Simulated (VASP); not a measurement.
# WC in VASP: single point with PBE

Aim: the single point of WC with PBE.

Program: VASP 6.6.1. These are calculated values, not measurements. Logs are shortened: lines on timing, memory, paths and dates and some standing lists are left out, and cuts for length are marked.

## 1. The cell of the first run

The cell holds a slab with vacuum, 12 atoms: a = 2.922 Å, b = 4.080 Å, c = 24.772 Å, α = 90.00°, β = 90.00°, γ = 110.98°.

## 2. Single point, PBE

The input, INCAR:

```
PREC     = Accurate       # precision mode
ENCUT    = 520            # plane-wave cutoff, eV
EDIFF    = 1E-7           # SCF threshold, eV
ISMEAR   = 0              # smearing method
SIGMA    = 0.1            # smearing width, eV
LREAL    = False          # projectors in reciprocal space
LASPH    = True           # aspherical terms in the spheres
NELM     = 100            # most SCF steps
ALGO     = Normal         # electronic algorithm
ISIF     = 2              # what is computed and relaxed
LWAVE    = False          # write WAVECAR
LCHARG   = False          # write CHGCAR
LDIPOL   = True         
IDIPOL   = 3            
DIPOL    = 0.5 0.5 0.500
GGA      = PE             # functional
NBANDS   = 66             # bands
ISYM     = 0
```

The input, KPOINTS:

```
Automatic mesh
0
Gamma
  13 9 1
```

The input, POSCAR:

```
WC
1.0
    2.9217712149      0.0000000000      0.0000000000
   -1.4608856074      3.8089903548      0.0000000000
    0.0000000000      0.0000000000     24.7718460443
W C
6 6
Direct
    0.7184016699      0.4366552092      0.3065464797
    0.4417916816      0.8836750936      0.3792405597
    0.1615003406      0.3228214182      0.4555580529
    0.8811517804      0.7622313550      0.5317394162
    0.6028221481      0.2057262885      0.6087338186
    0.3181856440      0.6365642404      0.6836527386
    0.0080040155      0.0159579595      0.3152113386
    0.7276149779      0.4550587042      0.3910720618
    0.4485067690      0.8968976628      0.4680963713
    0.1695424268      0.3389861712      0.5446407119
    0.8868223752      0.7736228831      0.6205361025
    0.6236062217      0.2477031159      0.6949723481
```

Potentials or basis: VASP PAW PBE potentials, release 64 (W_sv, C).

Started as:

```bash
$ cat potpaw_PBE.64/W_sv/POTCAR potpaw_PBE.64/C/POTCAR > POTCAR
$ mpirun -np 1 vasp_std > vasp.out
```

OUTCAR:

```text
PREC = Accurate
   ENCUT = 520
   EDIFF = 1E-7
   ISMEAR = 0
   LREAL = False
   LASPH = True
   NELM = 100
   ISIF = 2
   GGA = PE
   ISYM = 0

 ion  position               nearest neighbor table
   1  0.718  0.437  0.307-   8 2.10   7 2.18   7 2.18   7 2.22   2 2.77   2 2.88   2 2.88
   2  0.442  0.884  0.379-   8 2.20   9 2.20   8 2.21   8 2.21   7 2.21   7 2.21   1 2.77   3 2.85
                             1 2.88   1 2.88   3 2.92   3 2.92
   3  0.162  0.323  0.456-   9 2.21   9 2.21  10 2.21   9 2.21   8 2.22   8 2.22   4 2.85   2 2.85
                             4 2.91   4 2.92   2 2.92   2 2.92
   4  0.881  0.762  0.532-  10 2.20  10 2.20  11 2.20   9 2.21   9 2.21  10 2.22   3 2.85   5 2.85
                             3 2.91   3 2.92   5 2.94   5 2.94
   5  0.603  0.206  0.609-  12 2.14  11 2.18  10 2.22  10 2.22  11 2.22  11 2.22   4 2.85   6 2.85
                             6 2.88   6 2.88   4 2.94   4 2.94
   6  0.318  0.637  0.684-  12 2.10  12 2.10  11 2.20  11 2.20  12 2.34   5 2.85   5 2.88   5 2.88

   7  0.008  0.016  0.315-   1 2.18   1 2.18   2 2.21   2 2.21   1 2.22
   8  0.728  0.455  0.391-   1 2.10   2 2.20   2 2.21   2 2.21   3 2.22   3 2.22
   9  0.449  0.897  0.468-   2 2.20   3 2.21   3 2.21   3 2.21   4 2.21   4 2.21
  10  0.170  0.339  0.545-   4 2.20   4 2.20   3 2.21   5 2.22   5 2.22   4 2.22
  11  0.887  0.774  0.621-   5 2.18   4 2.20   6 2.20   6 2.20   5 2.22   5 2.22
  12  0.624  0.248  0.695-   6 2.10   6 2.10   5 2.14   6 2.34

IMPORTANT INFORMATION: All symmetrisations will be switched off!
NOSYMM: (Re-)initialisation of all symmetry stuff for point group C_1.

----------------------------------------------------------------------------------------

                                     Primitive cell

  volume of cell :     275.6858

  direct lattice vectors                    reciprocal lattice vectors
     2.921771215  0.000000000  0.000000000     0.342258146  0.131268382  0.000000000
    -1.460885607  3.808990355  0.000000000     0.000000000  0.262536764  0.000000000
     0.000000000  0.000000000 24.771846044     0.000000000  0.000000000  0.040368408

  length of vectors
     2.921771215  4.079533586 24.771846044     0.366567902  0.262536764  0.040368408

  position of ions in fractional coordinates (direct lattice)
     0.718401670  0.436655209  0.306546480
     0.441791682  0.883675094  0.379240560
     0.161500341  0.322821418  0.455558053
     0.881151780  0.762231355  0.531739416
     0.602822148  0.205726289  0.608733819
     0.318185644  0.636564240  0.683652739
     0.008004015  0.015957959  0.315211339
     0.727614978  0.455058704  0.391072062
     0.448506769  0.896897663  0.468096371
     0.169542427  0.338986171  0.544640712
     0.886822375  0.773622883  0.620536102
     0.623606222  0.247703116  0.694972348

  ion indices of the primitive-cell ions
   primitive index   ion index
                 1           1
                 2           2
                 3           3
                 4           4
                 5           5
                 6           6
                 7           7
                 8           8
                 9           9
                10          10
                11          11
                12          12

----------------------------------------------------------------------------------------

 KPOINTS: Automatic mesh

Automatic generation of k-mesh.
 Grid dimensions read from file:
 generate k-points for:   13    9    1

 Generating k-lattice:

  Cartesian coordinates                     Fractional coordinates (reciprocal lattice)
     0.026327550  0.010097568  0.000000000     0.076923077  0.000000000  0.000000000
     0.000000000  0.029170752  0.000000000     0.000000000  0.111111111  0.000000000
     0.000000000  0.000000000  0.040368408     0.000000000  0.000000000  1.000000000

  Length of vectors
     0.028197531  0.029170752  0.040368408

  Shift w.r.t. Gamma in fractional coordinates (k-lattice)
     0.000000000  0.000000000  0.000000000

 -----------------------------------------------------------------------------
|                                                                             |
|           W    W    AA    RRRRR   N    N  II  N    N   GGGG   !!!           |
|           W    W   A  A   R    R  NN   N  II  NN   N  G    G  !!!           |
|           W    W  A    A  R    R  N N  N  II  N N  N  G       !!!           |
[... 19 lines left out ...]

 Found     59 irreducible k-points:

 Following reciprocal coordinates:
            Coordinates               Weight
  0.000000  0.000000  0.000000      1.000000
  0.076923 -0.000000  0.000000      2.000000
  0.153846  0.000000  0.000000      2.000000
  0.230769 -0.000000  0.000000      2.000000
  0.307692  0.000000  0.000000      2.000000
  0.384615  0.000000  0.000000      2.000000
[... 16 lines left out ...]
  0.153846  0.222222  0.000000      2.000000
  0.230769  0.222222  0.000000      2.000000
 [... further k-points ...]
   k-points           NKPTS =     59   k-points in BZ     NKDIM =     59   number of bands    NBANDS=     66
   number of dos      NEDOS =    301   number of ions     NIONS =     12
   total plane-waves  NPLWV = 138240
   dimension x,y,z NGX =    24 NGY =   30 NGZ =  192
   dimension x,y,z NGXF=    48 NGYF=   60 NGZF=  384
   ions per type =               6   6
   NGX,Y,Z   is equivalent  to a cutoff of  13.66, 12.23, 12.89 a.u.
   NGXF,Y,Z  is equivalent  to a cutoff of  27.31, 24.45, 25.77 a.u.
 SYSTEM =  unknown system
   PREC   = accura    normal or accurate (medium, high low for compatibility)
   ISTART =      0    job   : 0-new  1-cont  2-samecut
   ICHARG =      2    charge: 1-file 2-atom 10-const
   ISPIN  =      1    spin polarized calculation?
   LNONCOLLINEAR =      F non collinear calculations
   LSORBIT =      F    spin-orbit coupling
   LASPH  =      T    aspherical Exc in radial PAW
   ENCUT  =  520.0 eV  38.22 Ry    6.18 a.u.   5.43  7.59 46.06*2*pi/ulx,y,z
   NELM   =    100;   NELMIN=  2; NELMDL= -5     # of ELM steps
   EDIFF  = 0.1E-06   stopping-criterion for ELM
   LREAL  =      F    real-space projection
   EDIFFG = 0.1E-05   stopping-criterion for IOM
   NSW    =      0    number of steps for IOM
   IBRION =     -1    ionic relax: 0-MD 1-quasi-New 2-CG
   NFREE  =      0    steps in history (QN), initial steepest desc. (CG)
   ISIF   =      2    stress and relaxation
   ISYM   =      0    0-nonsym 1-usesym 2-fastsym
   POTIM  = 0.5000    time-step for ionic-motion
   TEBEG  =    0.0;   TEEND  =   0.0 temperature during run
   PSTRESS=    0.0 pullay stress
   NELECT =     108.0000    total number of electrons
   NUPDOWN=      -1.0000    fix difference up-down
   EMIN   =  10.00;   EMAX   =-10.00  energy-range for DOS
   EFERMI =   0.00;   METHOD = LEGACY
   ISMEAR =     0;   SIGMA  =   0.10  broadening in eV -4-tet -1-fermi 0-gaus
   EFERMI_NEDOS =   21; number of points for ismear=-14 and -15
   IALGO  =     38    algorithm
   IMIX   =      4    mixing-type and parameters
     AMIX     =   0.40;   BMIX     =  1.00
     AMIX_MAG =   1.60;   BMIX_MAG =  1.00
  volume/ion in A,a.u.               =      22.97       155.03
  Fermi-wavevector in a.u.,A,eV,Ry     =   1.197874  2.263654 19.523040  1.434903
  Thomas-Fermi vector in A             =   2.333778
   LORBIT       =      0    0 simple, 1 ext, 2 COOP (PROOUT), +10 PAW based schemes
   GGA     = PE    functional components
   LHFCALC =     F    Hartree Fock is set to
   AEXX    =    0.0000 exact exchange contribution
   IVDW    =     0    specifies the selected vdW correction
   LEPSILON=     F    determine dielectric tensor
   LRPA    =     F    only Hartree local field effects (RPA)
 non-spin polarized calculation
 Gauss-broadening in eV      SIGMA  =   0.10
  energy-cutoff  :      520.00
  volume of cell :      275.69
 maximum number of plane-waves:      7499
 NGX is ok and might be reduce to    24
   NGX = 11   NGY = 15   NGZ = 93

 dipolmoment           0.000000      0.000000     -0.197546 electrons x Angstroem

 number of electron     107.9999999 magnetization

 dipolmoment           0.000000      0.000000      0.023987 electrons x Angstroem

 Free energy of the ion-electron system (eV)
  ---------------------------------------------------
  ext. energy  EPLUGINS =         0.00000000
  ---------------------------------------------------
  free energy    TOTEN  =      -129.43083168 eV

  energy without entropy =     -129.41450123  energy(sigma->0) =     -129.42266645

 E-fermi :   2.7983     XC(G=0):  -7.1195

 val. band max:        2.7909035202   @ k =  -0.2308   0.1111   0.0000
 cond. band min:       2.8031465048   @ k =   0.0769   0.2222   0.0000
 fundamental gap:      0.0122429846
 Fermi energy:         2.7982900894

 k-point     1 :       0.0000    0.0000    0.0000
  band No.  band energies     occupation
      1     -71.4513      2.00000
      2     -71.4398      2.00000
      3     -71.3934      2.00000
      4     -71.3640      2.00000
      5     -71.3003      2.00000
      6     -71.2836      2.00000
[... 1645 lines left out ...]
     65       6.4311      0.00000
     66       6.5346      0.00000

 [... further k-points ...]

------------------------ aborting loop because EDIFF is reached ----------------------------------------

 vacuum level on the upper side and lower side of the slab       (xc-potential included)         0.076        -0.318

  FORCE on cell =-STRESS in cart. coord.  units (eV):
  Direction    XX          YY          ZZ          XY          YZ          ZX
  --------------------------------------------------------------------------------------
  -------------------------------------------------------------------------------------
  Total       -1.5856649     -9.8274409      0.7138809     -0.0151926     -0.0956274      0.0003427
  in kB       -9.2152587    -57.1132105      4.1487943     -0.0882935     -0.5557490      0.0019915
  external PRESSURE =     -20.7265583 kB  Pullay stress =       0.0000000 kB

 VOLUME and BASIS-vectors are now :
 -----------------------------------------------------------------------------
  energy-cutoff  :      520.00
  volume of cell :      275.69
      direct lattice vectors                 reciprocal lattice vectors
     2.921771215  0.000000000  0.000000000     0.342258146  0.131268382  0.000000000
    -1.460885607  3.808990355  0.000000000     0.000000000  0.262536764  0.000000000
     0.000000000  0.000000000 24.771846044     0.000000000  0.000000000  0.040368408

 POSITION                                       TOTAL-FORCE (eV/Angst)
 -----------------------------------------------------------------------------------
      1.46110      1.66322      7.59372        -0.000278      0.008839     -0.056704
     -0.00013      3.36591      9.39449         0.000300     -0.002859      0.000142
      0.00026      1.22962     11.28501        -0.000094      0.000693     -0.003894
      1.46099      2.90333     13.17217        -0.000069      0.001958      0.000687
      1.46077      0.78361     15.07946        -0.000186     -0.001942     -0.005510
     -0.00028      2.42467     16.93534         0.000496      0.019238      0.039680
      0.00007      0.06078      7.80837         0.000160      0.001292     -0.028983
      1.46114      1.73331      9.68758        -0.000051      0.001878      0.003293
      0.00017      3.41627     11.59561        -0.000156     -0.000609      0.000142
      0.00014      1.29120     13.49176        -0.000072     -0.001746      0.001847
      1.46092      2.94672     15.37182         0.000200      0.001820      0.003929
      1.46017      0.94350     17.21575        -0.000251     -0.028560      0.045371
 -----------------------------------------------------------------------------------
    total drift:                               -0.000014      0.000340      0.000451

  FREE ENERGIE OF THE ION-ELECTRON SYSTEM (eV)
  ---------------------------------------------------
  free  energy   TOTEN  =      -129.4308316771 eV

  energy  without entropy=     -129.4145012321  energy(sigma->0) =     -129.42266645

 vacuum level on the upper side and lower side of the slab         7.160         6.754
```

Run time: 47 min. Hardware: 1 thread of Intel Xeon Platinum 8488C (Sapphire Rapids), shared host; peak memory 0.88 GiB.

What came out:

| Property | Result |
| --- | --- |
| Free energy | -129.4308 eV |
| Largest force | 0.057 eV/Å |
| Band gap on the k mesh | zero (band 54 reaches 3.41 eV, above the bottom of band 55 at 2.41 eV) |

Forces in eV/Å, atoms in the order of the input:
```
W    0.000  0.009 -0.057
W    0.000 -0.003  0.000
W    0.000  0.001 -0.004
W    0.000  0.002  0.001
W    0.000 -0.002 -0.006
W    0.000  0.019  0.040
C    0.000  0.001 -0.029
C    0.000  0.002  0.003
C    0.000 -0.001  0.000
C    0.000 -0.002  0.002
C    0.000  0.002  0.004
C    0.000 -0.029  0.045
```

Caveat: spin-orbit coupling is left out, which moves the levels of the heavy elements.
